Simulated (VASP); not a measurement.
# Ru (P6_3/mmc) in VASP: notebook, part 2 of 2

VASP 6.6.1.

### 4 Electric field gradients, PBEsol (volume scaled by 0.94)

INCAR reads:

```
SYSTEM = Ru
PREC     = Accurate       ! precision mode
ENCUT    = 520            ! plane-wave cutoff, eV
EDIFF    = 1E-8           ! SCF threshold, eV
ISMEAR   = -1             ! smearing method
SIGMA    = 0.03           ! smearing width, eV
LREAL    = .FALSE.        ! projectors in reciprocal space
LASPH    = .TRUE.         ! aspherical terms in the spheres
NELM     = 100            ! most SCF steps
ALGO     = Normal         ! electronic algorithm
ISIF     = 2              ! what is computed and relaxed
LWAVE    = .FALSE.        ! write WAVECAR
LCHARG   = .FALSE.        ! write CHGCAR
GGA      = PS             ! functional
LEFG     = .TRUE.       
NBANDS   = 21             ! bands
```

KPOINTS reads:

```
Automatic mesh
0
G
  14 14 8
  0 0 0
```

POSCAR reads:

```
Ru
1.0
    2.6505634408      0.0000000000      0.0000000000
   -1.3252817204      2.2954552741      0.0000000000
    0.0000000000      0.0000000000      4.1944897589
Ru
2
Direct
    0.3333333333      0.6666666667      0.2500000000
    0.6666666667      0.3333333333      0.7500000000
```

Potentials or basis: VASP PAW PBE potentials, release 64 (Ru_pv).

Launch:

```bash
$ cat potpaw_PBE.64/Ru_pv/POTCAR > POTCAR
$ mpirun -np 1 vasp_std > vasp.out
```

OUTCAR:

```text
SYSTEM = Ru
   PREC = Accurate
   ENCUT = 520
   EDIFF = 1E-8
   ISMEAR = -1
   LREAL = .FALSE.
   LASPH = .TRUE.
   NELM = 100
   ISIF = 2
   GGA = PS

 ion  position               nearest neighbor table
   1  0.333  0.667  0.250-   2 2.60   2 2.60   2 2.60   2 2.60   2 2.60   2 2.60
   2  0.667  0.333  0.750-   1 2.60   1 2.60   1 2.60   1 2.60   1 2.60   1 2.60

  LATTYP: Found a hexagonal cell.
 ALAT       =     2.6505634408
 C/A-ratio  =     1.5824898564

  Lattice vectors:

 A1 = (   2.6505634408,   0.0000000000,   0.0000000000)
 A2 = (  -1.3252817204,   2.2954552741,   0.0000000000)
 A3 = (   0.0000000000,   0.0000000000,   4.1944897589)

Analysis of symmetry for initial positions (statically):
=====================================================================
 Subroutine PRICEL returns:
 Original cell was already a primitive cell.

 Routine SETGRP: Setting up the symmetry group for a
 hexagonal supercell.

 Subroutine GETGRP returns: Found 24 space group operations
 (whereof 12 operations were pure point group operations)
 out of a pool of 24 trial point group operations.

The static configuration has the point symmetry D_3d.
 The point group associated with its full space group is D_6h.

Analysis of symmetry for dynamics (positions and initial velocities):
=====================================================================
 Subroutine PRICEL returns:
 Original cell was already a primitive cell.

 Routine SETGRP: Setting up the symmetry group for a
 hexagonal supercell.

 Subroutine GETGRP returns: Found 24 space group operations
 (whereof 12 operations were pure point group operations)
[... 151 lines left out ...]
 E-fermi :  13.8531     XC(G=0): -14.6683

 val. band max:       13.8325546095   @ k =   0.1429   0.1429   0.2500
 cond. band min:      13.8620239828   @ k =   0.0000   0.0000   0.3750
 fundamental gap:      0.0294693732
 Fermi energy:        13.8531030498

 k-point     1 :       0.0000    0.0000    0.0000
  band No.  band energies     occupation
      1     -29.9964      2.00000
      2     -28.8395      2.00000
      3     -28.8395      2.00000
      4     -28.6325      2.00000
      5     -28.6325      2.00000
      6     -28.5883      2.00000
[... 565 lines left out ...]
     20      24.0792      0.00000
     21      24.0802      0.00000

 [... further k-points ...]
[... 5 lines left out ...]
  --------------------------------------------------------------------------------------
  -------------------------------------------------------------------------------------
  Total        2.6929733      2.6929733      2.5487089      0.0000000     -0.0000000     -0.0000000
  in kB      169.0660700    169.0660700    160.0090858      0.0000000     -0.0000000     -0.0000000
  external PRESSURE =     166.0470752 kB  Pullay stress =       0.0000000 kB

 VOLUME and BASIS-vectors are now :
 -----------------------------------------------------------------------------
  energy-cutoff  :      520.00
  volume of cell :       25.52
      direct lattice vectors                 reciprocal lattice vectors
     2.650563441  0.000000000  0.000000000     0.377278274  0.217821713  0.000000000
    -1.325281720  2.295455274  0.000000000     0.000000000  0.435643426  0.000000000
     0.000000000  0.000000000  4.194489759     0.000000000  0.000000000  0.238408020

 POSITION                                       TOTAL-FORCE (eV/Angst)
 -----------------------------------------------------------------------------------
     -0.00000      1.53030      1.04862         0.000000     -0.000000      0.000000
      1.32528      0.76515      3.14587        -0.000000      0.000000      0.000000
 -----------------------------------------------------------------------------------
    total drift:                               -0.000000      0.000000     -0.000000

  FREE ENERGIE OF THE ION-ELECTRON SYSTEM (eV)
  ---------------------------------------------------
  free  energy   TOTEN  =       -20.2822498690 eV

  energy  without entropy=      -20.2760446632  energy(sigma->0) =      -20.27914727

 Electric field gradients (V/A^2)
---------------------------------------------------------------------
 ion       V_xx      V_yy      V_zz      V_xy      V_xz      V_yz
---------------------------------------------------------------------
   1       7.577     7.577   -15.154    -0.000     0.000    -0.000
   2       7.577     7.577   -15.154    -0.000    -0.000     0.000
---------------------------------------------------------------------

 Electric field gradients after diagonalization (V/A^2)
 (convention: |V_zz| > |V_xx| > |V_yy|)
----------------------------------------------------------------------
 ion       V_xx      V_yy      V_zz     asymmetry (V_yy - V_xx)/ V_zz
----------------------------------------------------------------------
   1       7.577     7.577   -15.154       0.000
   2       7.577     7.577   -15.154       0.000
----------------------------------------------------------------------

           NMR quadrupolar parameters

 Cq : quadrupolar parameter    Cq=e*Q*V_zz/h
 eta: asymmetry parameters     (V_yy - V_xx)/ V_zz
 Q  : nuclear electric quadrupole moment in mb (millibarn)
----------------------------------------------------------------------
 ion       Cq(MHz)       eta       Q (mb)
----------------------------------------------------------------------
   1      -0.037       0.000       1.000
   2      -0.037       0.000       1.000
----------------------------------------------------------------------
```

OSZICAR:

```text
N       E                     dE             d eps       ncg     rms          rms(c)
DAV:   1     0.284540903845E+03    0.28454E+03   -0.17452E+04  5064   0.150E+03
DAV:   2    -0.159228873236E+02   -0.30046E+03   -0.29110E+03  5185   0.446E+02
DAV:   3    -0.217667986913E+02   -0.58439E+01   -0.58135E+01  5955   0.698E+01
DAV:   4    -0.218087315114E+02   -0.41933E-01   -0.41867E-01  6144   0.573E+00
DAV:   5    -0.218093427117E+02   -0.61120E-03   -0.60547E-03  5735   0.621E-01    0.223E+01
DAV:   6    -0.203976679912E+02    0.14117E+01   -0.30204E+00  5915   0.170E+01    0.647E+00
DAV:   7    -0.202939409881E+02    0.10373E+00   -0.61947E-01  5630   0.580E+00    0.106E+00
DAV:   8    -0.202836341234E+02    0.10307E-01   -0.15414E-02  5590   0.129E+00    0.532E-01
DAV:   9    -0.202822342366E+02    0.13999E-02   -0.12371E-03  5740   0.384E-01    0.310E-02
DAV:  10    -0.202822505070E+02   -0.16270E-04   -0.38701E-05  5680   0.659E-02    0.142E-02
DAV:  11    -0.202822498666E+02    0.64035E-06   -0.34118E-06  5640   0.183E-02    0.135E-03
DAV:  12    -0.202822498727E+02   -0.61164E-08   -0.23521E-07  5695   0.431E-03    0.141E-03
DAV:  13    -0.202822498690E+02    0.37153E-08   -0.10801E-08  3500   0.110E-03
   1 F= -.20282250E+02 E0= -.20279147E+02  d E =-.620521E-02
```

stdout:

```text
POSCAR found type information on POSCAR Ru
 POSCAR found :  1 types and       2 ions
 scaLAPACK will be used
 -----------------------------------------------------------------------------
|                                                                             |
|                                                                             |
|     You enforced a specific xc type in the INCAR file but a different       |
|     I HOPE YOU KNOW WHAT YOU ARE DOING!                                     |
|                                                                             |
 -----------------------------------------------------------------------------

 LDA part: xc-table for (Slater+PW92), standard interpolation
 POSCAR, INCAR and KPOINTS ok, starting setup
 FFT: planning ... GRIDC
 FFT: planning ... GRID_SOFT
 FFT: planning ... GRID
 WAVECAR not read
 entering main loop
ion   1

ion   2
```

Run time: 29 s. Hardware: 1 thread of Intel Xeon Platinum 8488C (Sapphire Rapids), shared host; peak memory 0.17 GiB.

Results:

- Free energy: -20.2822 eV
- Pressure: 16.6 GPa
- Band gap on the k mesh: zero (band 14 reaches 15.69 eV, above the bottom of band 15 at 12.21 eV)

Electric field gradients, principal values (V/Å²):
```csv
atom,least,middle,greatest (by size)
1 Ru,7.577,7.577,-15.154
2 Ru,7.577,7.577,-15.154
```

Caveat: without QUAD_EFG the Cq values of the log hold for a quadrupole moment of 1 mb, not for the nuclei; the PAW data sets were made with another functional, which shifts forces and pressure a little.

### 5 Summary

| cell | gap on the mesh (eV) | pressure (GPa) |
| --- | --- | --- |
| a = 2.652, b = 2.652, c = 4.282 Å, angles 90.0, 90.0, 120.0°, 2 atoms | none | 7.8 |
| a = 2.733, b = 2.733, c = 4.282 Å, angles 90.0, 90.0, 120.0°, 2 atoms | none | -12.2 |
| a = 2.651, b = 2.651, c = 4.194 Å, angles 90.0, 90.0, 120.0°, 2 atoms | none | 16.6 |

Alike in all rows: task electric field gradients; level PBEsol; potentials or basis VASP PAW PBE potentials, release 64 (Ru_pv); no spin polarisation; k mesh 14 × 14 × 8; cutoff (eV) 520; smearing fermi-dirac 0.03 eV.

Caveats: the PAW data sets were made with another functional, which shifts forces and pressure a little.

Total energies depend on the potentials used, so only differences within one code and one set of settings carry meaning.
